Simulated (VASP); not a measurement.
Wanted: the native input for a VASP 6.6.1 run.

* Task: single point
* Functional: PBEsol
* Potentials or basis: VASP PAW PBE potentials, release 64 (Ru_pv)
* Cutoff: 520 eV
* k mesh: 24 × 24 × 12
* Occupations: gaussian, width 0.1 eV
* Spin: no spin polarisation
* Dipole correction: no
* Further INCAR settings: ALGO = Fast; EDIFF = 1e-06; NBANDS = 21

The structure of Ru lies in POSCAR:

```
Ru
1.0
    2.7701656375      0.0000000000      0.0000000000
   -1.3850828187      2.3990338148      0.0000000000
    0.0000000000      0.0000000000      4.1788976898
Ru
2
Direct
    0.3333333333      0.6666666667      0.2500000000
    0.6666666667      0.3333333333      0.7500000000
```

This cell differs from its parent crystal: biaxial strain in the a-b plane: +3.0 %, then relaxed in part.

The input as run:

INCAR

```
SYSTEM = Ru
ALGO     = Fast           ! electronic algorithm
EDIFF    = 1E-6           ! SCF threshold, eV
ENCUT    = 520            ! plane-wave cutoff, eV
GGA      = PS             ! functional
ISIF     = 2              ! what is computed and relaxed
ISMEAR   = 0              ! smearing method
LASPH    = .TRUE.         ! aspherical terms in the spheres
LCHARG   = .TRUE.         ! write CHGCAR
LELF     = .TRUE.         ! ELF
LREAL    = .FALSE.        ! projectors in reciprocal space
LVHAR    = .TRUE.       
LWAVE    = .FALSE.        ! write WAVECAR
NBANDS   = 21             ! bands
NELM     = 80             ! most SCF steps
PREC     = Accurate       ! precision mode
SIGMA    = 0.1            ! smearing width, eV
```

KPOINTS

```
k-points
0
G
  24 24 12
  0 0 0
```

Potentials or basis: VASP PAW PBE potentials, release 64 (Ru_pv).

Command:

```console
$ cat potpaw_PBE.64/Ru_pv/POTCAR > POTCAR
$ mpirun -np 1 vasp_std > vasp.out
```

It gave:

```json
{"Pressure": "-11.9 GPa", "Band gap on the k mesh": "zero (bands 14 and 15 overlap by 3.09 eV)"}
```

Caveat: the cell differs from its parent crystal (biaxial strain in the a-b plane: +3.0 %, then relaxed in part); the stress differs along the axes, from -18 to -0 GPa; the PAW data sets were made with another functional, which shifts forces and pressure a little.

Run time: 5.5 min on 1 thread of Intel Xeon 8259CL (shared host), peak memory 0.3 GiB.
